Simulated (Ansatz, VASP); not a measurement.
**MoS2: VASP beside Ansatz**

File INCAR:

```
PREC = Accurate
ENCUT = 600
EDIFF = 1E-6
ISMEAR = -1
SIGMA = 0.05
LREAL = F
LASPH = T
NELM = 60
ALGO = Normal
ISIF = 3
LWAVE = F
LCHARG = F
GGA = PS
IBRION = 2
NSW = 60
EDIFFG = -0.01
```

KPOINTS

```
regular mesh
0
Gamma
  9 9 4
```

The input POSCAR:

```
MoS2
1.0
    3.2274645616      0.0000000000      0.0000000000
   -1.6137322808      2.7950663001      0.0000000000
    0.0000000000      0.0000000000      6.3124734200
Mo S
1 2
Direct
    0.0000000000      0.0000000000      0.5000000000
    0.6666666667      0.3333333333      0.7446806800
    0.3333333333      0.6666666667      0.2553193200
```

Contents of input.yaml:

```yaml
crystal:
  lattice:
    - [3.2274645616, 0.0, 0.0]
    - [-1.6137322808, 2.7950663001, 0.0]
    - [0.0, 0.0, 6.31247342]
  atoms:
    - { symbol: Mo, position: [0.0, 0.0, 0.5] }
    - { symbol: S, position: [0.6666666667, 0.3333333333, 0.74468068] }
    - { symbol: S, position: [0.3333333333, 0.6666666667, 0.25531932] }
hamiltonian:
  xc: pbesol
  pseudopotentials: { kind: paw }
kpoints:
  mp_grid: { grid: [9, 9, 4] }
scf:
  occupations: { method: fermi_dirac, width: 0.05 }
output:
  forces: true
  stress: true
  write_density: true
  write_potential: true
  elf: true
  volumetric_format: npy
relax:
  f_tol: 0.01
  max_steps: 40
  cell: { stress_tol: 0.05 }
```

Alike in both runs: task relaxation of cell and atoms; functional PBEsol; k mesh 9 × 9 × 4; occupations fermi-dirac, width 0.05 eV; no spin polarisation.

|  | VASP | Ansatz |
| --- | --- | --- |
| version | VASP 6.6.1 | Ansatz 0.2.0 |
| potentials or method | VASP PAW PBE potentials, release 64 (Mo_sv, S) | Ansatz PAW |
| plane-wave cutoff (eV) | 600 | 420 |
| valence electrons in the cell | 26 | 26 |

VASP gave:

| Item | Value |
| --- | --- |
| gap on the k mesh at the Fermi level, each at its own relaxed structure (eV) | none |
| relaxed volume (Å³/atom) | 17.33 |
| relaxed cell length with the largest relative difference (Å) | 6.058 |

Q: Estimate Ansatz's values.

A: gap on the k mesh at the Fermi level, each at its own relaxed structure (eV): none; relaxed volume (Å³/atom): 17.37; relaxed cell length with the largest relative difference (Å): 6.067.

VASP's potentials were made for PBE, not for PBEsol. A gap of «none» marks a metal or a gap that the smearing closes.

Noted on Ansatz's run: the plane-wave basis is chosen anew once the cell has moved, so the energies of steps on either side of that aren't comparable.
